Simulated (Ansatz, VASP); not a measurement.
# GaAs: VASP beside Ansatz

File POSCAR:

```
GaAs
1.0
    0.0000000000      2.8886479500      2.8886479500
    2.8886479500      0.0000000000      2.8886479500
    2.8886479500      2.8886479500      0.0000000000
Ga As
1 1
Direct
    0.0000000000      0.0000000000      0.0000000000
    0.2500000000      0.2500000000      0.2500000000
```

File INCAR.step1:

```
  ALGO = Normal
  EDIFF = 1E-5
  ENCUT = 550
  GGA = PE
  GGA_COMPAT = False
  ISMEAR = 0
  LASPH = True
  LCHARG = False
  LREAL = False
  LWAVE = True
  NBANDS = 16
  NELM = 120
  PREC = Accurate
  SIGMA = 0.01
```

Contents of INCAR.step2:

```
  ALGO = Normal
  EDIFF = 1E-6
  ENCUT = 550
  GGA_COMPAT = False
  ISIF = 2
  ISMEAR = 0
  ISTART = 1
  LASPH = True
  LCHARG = False
  LMIXTAU = True
  LREAL = False
  LWAVE = False
  METAGGA = R2SCAN
  NBANDS = 16
  NELM = 120
  PREC = Accurate
  SIGMA = 0.01
```

KPOINTS

```
k-points
0
Gamma
  6 6 6
```

Input for Ansatz:

```yaml
crystal:
  lattice:
    - [0.0, 2.88864795, 2.88864795]
    - [2.88864795, 0.0, 2.88864795]
    - [2.88864795, 2.88864795, 0.0]
  atoms:
    - { symbol: Ga, position: [0.0, 0.0, 0.0] }
    - { symbol: As, position: [0.25, 0.25, 0.25] }
kpoints:
  mp_grid: { grid: [6, 6, 6] }
hamiltonian:
  xc: r2scan
scf:
  occupations: { method: fixed }
  n_extra_bands: 4
output:
  forces: true
  stress: true
  eigenvalues: true
```

Alike in both runs: task single point; functional r2SCAN; k mesh 6 × 6 × 6; no spin polarisation.

|  | VASP | Ansatz |
| --- | --- | --- |
| version | VASP 6.6.1 | Ansatz 0.2.0 |
| potentials or method | VASP PAW PBE potentials, release 64 (Ga_d, As) | plane waves, PAW |
| plane-wave cutoff (eV) | 550 | 500 |
| occupations | gaussian, width 0.01 eV | fixed |
| valence electrons in the cell | 18 | 28 |

VASP gave:

```
gap on the k mesh at the Fermi level (eV) : 0.48
pressure (GPa)                            : -3.7
```

Q: What did Ansatz give for the same quantities?

A: gap on the k mesh at the Fermi level (eV): 0.50; pressure (GPa): -3.7.

VASP's potentials were made for PBE, not for r2SCAN. VASP's potentials hold 18 valence electrons a cell and Ansatz's 28, so a difference there can come from the potentials and not from the codes.
